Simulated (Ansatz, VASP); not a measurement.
Two plane-wave programs on Al

```xyz
1
Lattice="0.0000 2.0240 2.0847 2.0240 0.0000 2.0847 2.0240 2.0240 0.0000" Properties=species:S:1:pos:R:3 pbc="T T T"
Al    0.0000    0.0000    0.0000
```

Change from the starting cell: strain +0.0300 x Voigt [0, 0, 1, 0, 0, 0], atoms carried along.

Alike in both runs: task single point; functional PBEsol; dispersion D3(BJ); k mesh 20 × 20 × 20; occupations gaussian, width 0.15 eV; no spin polarisation.

|  | VASP | Ansatz |
| --- | --- | --- |
| version | VASP 6.6.1 | Ansatz 0.2.0 |
| potentials or method | VASP PAW PBE potentials, release 64 (Al), cutoff 520 eV | scalar-relativistic, plane waves, PAW |
| valence electrons in the cell | 3 | 3 |

```csv
,VASP,Ansatz,Ansatz less VASP
gap on the k mesh at the Fermi level (eV),none,none,-
pressure (GPa),-6.8,-6.9,-0.04
"traceless stress, the component that is largest in VASP (GPa)",-0.94,-0.94,+0.001
```

VASP's potentials were made for PBE, not for PBEsol. A gap of «none» marks a metal or a gap that the smearing closes.
